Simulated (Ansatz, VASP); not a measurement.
One calculation of BiS4, two programs

```
Bi S
1.0
     4.63804    0.00000    0.00000
     0.00000    4.63804    0.00000
     0.00000    0.00000    4.63804
Bi S
1 4
Direct
  0.00000 0.00000 0.00000
  0.50000 0.50000 0.50000
  0.00000 0.50000 0.50000
  0.50000 0.00000 0.50000
  0.50000 0.50000 0.00000
```

Change from the starting cell: species swapped into the Mn4N type (Pm-3m, No. 221).

Alike in both runs: functional PBE; k mesh 8 × 8 × 8; occupations gaussian, width 0.1 eV; no spin polarisation.

Ansatz relaxed the structure, and its values are those at the end. VASP's run is a single point on that final structure, the one shown.

|  | VASP | Ansatz |
| --- | --- | --- |
| version | VASP 6.6.1 | Ansatz 0.2.0 |
| potentials or method | VASP PAW PBE potentials, release 64 (Bi_d, S), cutoff 520 eV | scalar-relativistic, plane waves, PAW |
| valence electrons in the cell | 39 | 39 |

VASP gave:

```
gap on the k mesh at the Fermi level (eV) : none
pressure (GPa)                            : -0.2
```

Question: What did Ansatz give for the same quantities?

Answer: gap on the k mesh at the Fermi level (eV): none; pressure (GPa): 0.0.

A gap of «none» marks a metal or a gap that the smearing closes.

Spin-orbit coupling is off throughout.
